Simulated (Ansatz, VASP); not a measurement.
# AlGa3N4: VASP beside Ansatz

```xyz
8
Lattice="5.1424 0.0000 0.0001 0.0000 3.1650 0.0000 -0.0036 0.0000 5.4785" Properties=species:S:1:pos:R:3 pbc="T T T"
Al    0.0007    1.5825    3.6561
Ga    2.5654    1.5825    1.8349
Ga    2.5632    0.0000    4.5557
Ga    5.1410    0.0000    0.9105
N     0.7363    1.5825    1.7761
N     0.7241    0.0000    4.4402
N     3.3121    0.0000    0.8236
N     3.3657    1.5825    3.5687
```

Change from the starting cell: all N atoms moved -0.150 Å, as atom 5 towards its neighbour atom 8 (N) at 3.087 Å.

Alike in both runs: task single point; functional PBEsol; k mesh 6 × 8 × 6; occupations gaussian, width 0.05 eV; no spin polarisation.

|  | VASP | Ansatz |
| --- | --- | --- |
| version | VASP 6.6.1 | Ansatz 0.2.0 |
| potentials or method | VASP PAW PBE potentials, release 64 (Al, Ga_d, N), cutoff 520 eV | scalar-relativistic, plane waves, PAW |
| valence electrons in the cell | 62 | 62 |

```tsv
	VASP	Ansatz	Ansatz less VASP
gap on the k mesh at the Fermi level (eV)	2.18	2.16	-0.016
least direct gap on the mesh (eV)	2.18	2.16	-0.016
pressure (GPa)	2.2	2.4	+0.16
traceless stress, the component that is largest in VASP (GPa)	11.44	11.56	+0.123
rms of the force components (eV/Å)	1.178	1.187	+0.0086
```

VASP's potentials were made for PBE, not for PBEsol. Atom by atom the forces differ by 0.017 eV/Å (rms over components).
